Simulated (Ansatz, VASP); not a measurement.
# One calculation of HfC5, two programs

```
Hf C
1.0
     3.35294    0.00000    0.00000
     0.00000    3.35294    0.00000
     0.00000    0.00000    7.08990
Hf C
1 5
Cartesian
  1.6765 1.6765 0.0000
  1.0057 0.0000 3.5449
  2.3473 0.0000 3.5449
  0.0000 2.3473 3.5449
  0.0000 1.0057 3.5449
  0.0000 0.0000 0.0000
```

Alike in both runs: task relaxation of cell and atoms; functional PBE; k mesh 10 × 10 × 6; occupations gaussian, width 0.1 eV; no spin polarisation.

```csv
,VASP,Ansatz
version,VASP 6.6.1,Ansatz 0.2.0
potentials or method,"VASP PAW PBE potentials, release 64 (Hf_pv, C), cutoff 600 eV","scalar-relativistic, plane waves, PAW"
valence electrons in the cell,30,46
```

|  | VASP | Ansatz | Ansatz less VASP |
| --- | --- | --- | --- |
| gap on the k mesh at the Fermi level, each at its own relaxed structure (eV) | none | none | - |
| relaxed volume (Å³/atom) | 13.46 | 13.65 | +0.184 |
| relaxed cell length with the largest relative difference (Å) | 7.189 | 7.281 | +0.0913 |

A gap of «none» marks a metal or a gap that the smearing closes. VASP's potentials hold 30 valence electrons a cell and Ansatz's 46, so a difference there can come from the potentials and not from the codes.

Neither program's run includes spin-orbit coupling.
